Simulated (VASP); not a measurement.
CuAu3: single point with PBEsol

CuAu3:

```
Cu Au
1.0
     4.05220    0.00000    0.00000
     0.00000    4.05220    0.00000
     0.00000    0.00000    4.05220
Cu Au
1 3
Cartesian
  0.0000 0.0000 0.0000
  0.0000 2.0261 2.0261
  2.0261 0.0000 2.0261
  2.0261 2.0261 0.0000
```

* Program: VASP 6.6.1
* Task: single point
* Functional: PBEsol
* Potentials or basis: VASP PAW PBE potentials, release 64 (Cu, Au)
* Cutoff: 520 eV
* k mesh: 10 × 10 × 10
* Occupations: gaussian, width 0.1 eV
* Spin: no spin polarisation
* Dipole correction: no
* Further INCAR settings: ALGO = Normal; EDIFF = 1e-07; NBANDS = 30

```json
{
  "Pressure": "-8.5 GPa",
  "Band gap on the k mesh": "zero (bands 22 and 23 overlap by 1.96 eV)"
}
```

Levels at points of the mesh, in eV from the Fermi level:
```tsv
k point	band 20	band 21	band 22	band 23	band 24	band 25
(0.00, 0.00, 0.00)	-1.38	-1.38	1.12	1.12	1.12	5.53
(0.50, 0.00, 0.00)	-1.79	-1.52	-1.37	5.00	5.24	5.78
(0.50, 0.50, 0.00)	-2.00	-0.71	-0.17	-0.11	-0.11	8.11
(0.50, 0.50, 0.50)	-1.52	-0.90	-0.84	-0.84	-0.84	2.75
```

It took 45 s on 1 thread of Intel(R) Xeon(R) 6975P-C (Granite Rapids), on a shared host, peak memory 0.24 GiB.

Caveat: the cell stands under tension; the PAW data sets were made with another functional, which shifts forces and pressure a little; spin-orbit coupling is left out, which moves the levels of the heavy elements.
